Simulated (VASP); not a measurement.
# Te2Mo (P6_3/mmc) in VASP: single point with PBE

Aim: the single point of Te2Mo with PBE.

Program: VASP 6.6.1. These are calculated values, not measurements. Logs are shortened: lines on timing, memory, paths and dates and some standing lists are left out, and cuts for length are marked.

## Step 1: The cell of the first run

The structure is hexagonal, space group P6_3/mmc (No. 194). The conventional cell has a = 3.518 Å, b = 3.518 Å, c = 13.974 Å, α = 90.00°, β = 90.00°, γ = 120.00°. Within 3.7 Å of Te (site symmetry 3m) lie 3 Mo at 2.72 Å and 7 Te at 3.52 to 3.61 Å. Within 3.6 Å of Mo (site symmetry -6m2) lie 6 Te at 2.72 Å and 6 Mo at 3.52 Å.

## Step 2: Single point, PBE

Input file INCAR:

```
PREC = Accurate
ENCUT = 520
EDIFF = 1E-6
ISMEAR = 0
SIGMA = 0.01
LREAL = False
LASPH = True
NELM = 60
ALGO = Normal
ISIF = 2
LWAVE = False
LCHARG = True
GGA = PE
LELF = True
LVHAR = True
NBANDS = 35
```

Input file KPOINTS:

```
Automatic mesh
0
Gamma
  12 12 3
```

Input file POSCAR:

```
Te2Mo
1.0
    3.5182000000      0.0000000000      0.0000000000
   -1.7591000000      3.0468505756      0.0000000000
    0.0000000000      0.0000000000     13.9736000000
Te Mo
4 2
Direct
    0.3333333333      0.6666666667      0.6210000000
    0.6666666667      0.3333333333      0.1210000000
    0.3333333333      0.6666666667      0.8790000000
    0.6666666667      0.3333333333      0.3790000000
    0.3333333333      0.6666666667      0.2500000000
    0.6666666667      0.3333333333      0.7500000000
```

Potentials or basis: VASP PAW PBE potentials, release 64 (Te, Mo_sv).

Started as:

```sh
$ cat potpaw_PBE.64/Te/POTCAR potpaw_PBE.64/Mo_sv/POTCAR > POTCAR
$ mpirun -np 1 vasp_std > vasp.out
```

OUTCAR:

```text
PREC = Accurate
   ENCUT = 520
   EDIFF = 1E-6
   ISMEAR = 0
   LREAL = False
   LASPH = True
   NELM = 60
   ISIF = 2
   GGA = PE

 ion  position               nearest neighbor table
   1  0.333  0.667  0.621-   6 2.72   6 2.72   6 2.72   3 3.61
   2  0.667  0.333  0.121-   5 2.72   5 2.72   5 2.72   4 3.61
   3  0.333  0.667  0.879-   6 2.72   6 2.72   6 2.72   1 3.61
   4  0.667  0.333  0.379-   5 2.72   5 2.72   5 2.72   2 3.61
   5  0.333  0.667  0.250-   2 2.72   4 2.72   2 2.72   4 2.72   2 2.72   4 2.72
   6  0.667  0.333  0.750-   1 2.72   3 2.72   1 2.72   3 2.72   1 2.72   3 2.72

  LATTYP: Found a hexagonal cell.
 ALAT       =     3.5182000000
 C/A-ratio  =     3.9718037633

  Lattice vectors:

 A1 = (   3.5182000000,   0.0000000000,   0.0000000000)
 A2 = (  -1.7591000000,   3.0468505756,   0.0000000000)
 A3 = (   0.0000000000,   0.0000000000,  13.9736000000)

Analysis of symmetry for initial positions (statically):
=====================================================================
 Subroutine PRICEL returns:
 Original cell was already a primitive cell.

 Routine SETGRP: Setting up the symmetry group for a
 hexagonal supercell.

 Subroutine GETGRP returns: Found 24 space group operations
 (whereof 12 operations were pure point group operations)
 out of a pool of 24 trial point group operations.

The static configuration has the point symmetry D_3d.
 The point group associated with its full space group is D_6h.

Analysis of symmetry for dynamics (positions and initial velocities):
=====================================================================
 Subroutine PRICEL returns:
 Original cell was already a primitive cell.

 Routine SETGRP: Setting up the symmetry group for a
 hexagonal supercell.

 Subroutine GETGRP returns: Found 24 space group operations
 (whereof 12 operations were pure point group operations)
 out of a pool of 24 trial point group operations.

The dynamic configuration has the point symmetry D_3d.
 The point group associated with its full space group is D_6h.

 Subroutine INISYM returns: Found 24 space group operations
 (whereof 12 operations are pure point group operations),
 and found     1 'primitive' translations

----------------------------------------------------------------------------------------

                                     Primitive cell

  volume of cell :     149.7890
[... 93 lines left out ...]
   LSORBIT =      F    spin-orbit coupling
   LASPH  =      T    aspherical Exc in radial PAW
   ENCUT  =  520.0 eV  38.22 Ry    6.18 a.u.   6.54  6.54 25.98*2*pi/ulx,y,z
   NELM   =     60;   NELMIN=  2; NELMDL= -5     # of ELM steps
   EDIFF  = 0.1E-05   stopping-criterion for ELM
   LREAL  =      F    real-space projection
   EDIFFG = 0.1E-04   stopping-criterion for IOM
   NSW    =      0    number of steps for IOM
   IBRION =     -1    ionic relax: 0-MD 1-quasi-New 2-CG
   NFREE  =      0    steps in history (QN), initial steepest desc. (CG)
   ISIF   =      2    stress and relaxation
   ISYM   =      2    0-nonsym 1-usesym 2-fastsym
   POTIM  = 0.5000    time-step for ionic-motion
   TEBEG  =    0.0;   TEEND  =   0.0 temperature during run
   PSTRESS=    0.0 pullay stress
   NELECT =      52.0000    total number of electrons
   NUPDOWN=      -1.0000    fix difference up-down
   EMIN   =  10.00;   EMAX   =-10.00  energy-range for DOS
   EFERMI =   0.00;   METHOD = LEGACY
   ISMEAR =     0;   SIGMA  =   0.01  broadening in eV -4-tet -1-fermi 0-gaus
   EFERMI_NEDOS =   21; number of points for ismear=-14 and -15
   IALGO  =     38    algorithm
   IMIX   =      4    mixing-type and parameters
     AMIX     =   0.40;   BMIX     =  1.00
     AMIX_MAG =   1.60;   BMIX_MAG =  1.00
  volume/ion in A,a.u.               =      24.96       168.47
  Fermi-wavevector in a.u.,A,eV,Ry     =   1.150578  2.174277 18.011787  1.323829
  Thomas-Fermi vector in A             =   2.287241
   LORBIT       =      0    0 simple, 1 ext, 2 COOP (PROOUT), +10 PAW based schemes
   GGA     = PE    functional components
   LHFCALC =     F    Hartree Fock is set to
   AEXX    =    0.0000 exact exchange contribution
   IVDW    =     0    specifies the selected vdW correction
   LEPSILON=     F    determine dielectric tensor
   LRPA    =     F    only Hartree local field effects (RPA)
 non-spin polarized calculation
 Gauss-broadening in eV      SIGMA  =   0.01
  energy-cutoff  :      520.00
  volume of cell :      149.79
 maximum number of plane-waves:      4095
 NGX is ok and might be reduce to    28
   NGX = 13   NGY = 13   NGZ = 51

 number of electron      51.9999997 magnetization

 Free energy of the ion-electron system (eV)
  ---------------------------------------------------
  ext. energy  EPLUGINS =         0.00000000
  ---------------------------------------------------
  free energy    TOTEN  =       -35.98754365 eV

  energy without entropy =      -35.98754365  energy(sigma->0) =      -35.98754365

 E-fermi :   8.2809     XC(G=0): -10.4426

 val. band max:        8.1564714041   @ k =   0.0000   0.0000   0.0000
 cond. band min:       8.9110981305   @ k =   0.2500   0.1667   0.0000
 fundamental gap:      0.7546267264
 Fermi energy:         8.2809166327

 k-point     1 :       0.0000    0.0000    0.0000
  band No.  band energies     occupation
      1     -52.6641      2.00000
      2     -52.6641      2.00000
      3     -26.8312      2.00000
      4     -26.8312      2.00000
      5     -26.7077      2.00000
      6     -26.7077      2.00000
[... 901 lines left out ...]
     34      11.7848      0.00000
     35      13.2281      0.00000

 [... further k-points ...]
[... 5 lines left out ...]
  --------------------------------------------------------------------------------------
  -------------------------------------------------------------------------------------
  Total        2.5070743      2.5070743      3.2173935     -0.0000000      0.0000000      0.0000000
  in kB       26.8162346     26.8162346     34.4139702     -0.0000000      0.0000000      0.0000000
  external PRESSURE =      29.3488132 kB  Pullay stress =       0.0000000 kB

 VOLUME and BASIS-vectors are now :
 -----------------------------------------------------------------------------
  energy-cutoff  :      520.00
  volume of cell :      149.79
      direct lattice vectors                 reciprocal lattice vectors
     3.518200000  0.000000000  0.000000000     0.284236257  0.164103880  0.000000000
    -1.759100000  3.046850576  0.000000000     0.000000000  0.328207759  0.000000000
     0.000000000  0.000000000 13.973600000     0.000000000  0.000000000  0.071563520

 POSITION                                       TOTAL-FORCE (eV/Angst)
 -----------------------------------------------------------------------------------
     -0.00000      2.03123      8.67761        -0.000000     -0.000000     -0.189377
      1.75910      1.01562      1.69081        -0.000000     -0.000000     -0.189377
     -0.00000      2.03123     12.28279        -0.000000     -0.000000      0.189377
      1.75910      1.01562      5.29599        -0.000000     -0.000000      0.189377
     -0.00000      2.03123      3.49340        -0.000000      0.000000      0.000000
      1.75910      1.01562     10.48020         0.000000     -0.000000      0.000000
 -----------------------------------------------------------------------------------
    total drift:                               -0.000000      0.000000     -0.000000

  FREE ENERGIE OF THE ION-ELECTRON SYSTEM (eV)
  ---------------------------------------------------
  free  energy   TOTEN  =       -35.9875436501 eV

  energy  without entropy=      -35.9875436501  energy(sigma->0) =      -35.98754365
```

OSZICAR:

```text
N       E                     dE             d eps       ncg     rms          rms(c)
DAV:   1     0.394289105874E+03    0.39429E+03   -0.26867E+04  3004   0.133E+03
DAV:   2    -0.157171749167E+02   -0.41001E+03   -0.39730E+03  3249   0.318E+02
DAV:   3    -0.367701281704E+02   -0.21053E+02   -0.20649E+02  3245   0.628E+01
DAV:   4    -0.372346406025E+02   -0.46451E+00   -0.46260E+00  3153   0.942E+00
DAV:   5    -0.372455831714E+02   -0.10943E-01   -0.10938E-01  3353   0.148E+00    0.217E+01
DAV:   6    -0.364761903957E+02    0.76939E+00   -0.56980E+00  2919   0.131E+01    0.881E+00
DAV:   7    -0.364213220135E+02    0.54868E-01   -0.47800E+00  2788   0.106E+01    0.615E+00
DAV:   8    -0.359890846112E+02    0.43224E+00   -0.97372E-01  2837   0.542E+00    0.266E+00
DAV:   9    -0.359949178300E+02   -0.58332E-02   -0.20290E-01  3115   0.204E+00    0.111E+00
DAV:  10    -0.359873164608E+02    0.76014E-02   -0.32027E-02  2904   0.105E+00    0.356E-01
DAV:  11    -0.359877134228E+02   -0.39696E-03   -0.22841E-03  3239   0.230E-01    0.196E-01
DAV:  12    -0.359875906512E+02    0.12277E-03   -0.26869E-04  3119   0.845E-02    0.149E-01
DAV:  13    -0.359875500867E+02    0.40564E-04   -0.96239E-05  2932   0.510E-02    0.665E-02
DAV:  14    -0.359875465830E+02    0.35037E-05   -0.14643E-05  3180   0.176E-02    0.384E-02
DAV:  15    -0.359875447861E+02    0.17969E-05   -0.12778E-06  1762   0.606E-03    0.199E-02
DAV:  16    -0.359875436885E+02    0.10976E-05   -0.28537E-06  2276   0.870E-03    0.478E-03
DAV:  17    -0.359875436501E+02    0.38388E-07   -0.12607E-07  1534   0.199E-03
   1 F= -.35987544E+02 E0= -.35987544E+02  d E =-.721817E-72
```

It took 13 min on 1 thread of AMD EPYC, shared host; peak memory 0.34 GiB.

What came out:

```
Free energy            : -35.9875 eV
Pressure               : 2.9 GPa
Largest force          : 0.189 eV/Å
Band gap on the k mesh : 0.75 eV (least direct gap 1.04 eV)
```

Forces on the atoms (eV/Å):
```
Te   0.000  0.000 -0.189
Te   0.000  0.000 -0.189
Te   0.000  0.000  0.189
Te   0.000  0.000  0.189
Mo   0.000  0.000  0.000
Mo   0.000  0.000  0.000
```

Stress tensor (GPa, compression positive):
```
2.68 0.00 0.00
0.00 2.68 0.00
0.00 0.00 3.44
```

Caveat: semilocal functionals underestimate gaps, and a narrow one can read as zero; spin-orbit coupling is left out, which moves the levels of the heavy elements; this functional lacks dispersion, which binds layers or chains, so the pressure and a relaxed spacing across them are unreliable. A hybrid or GW would open this gap; PBE tends to underestimate it.
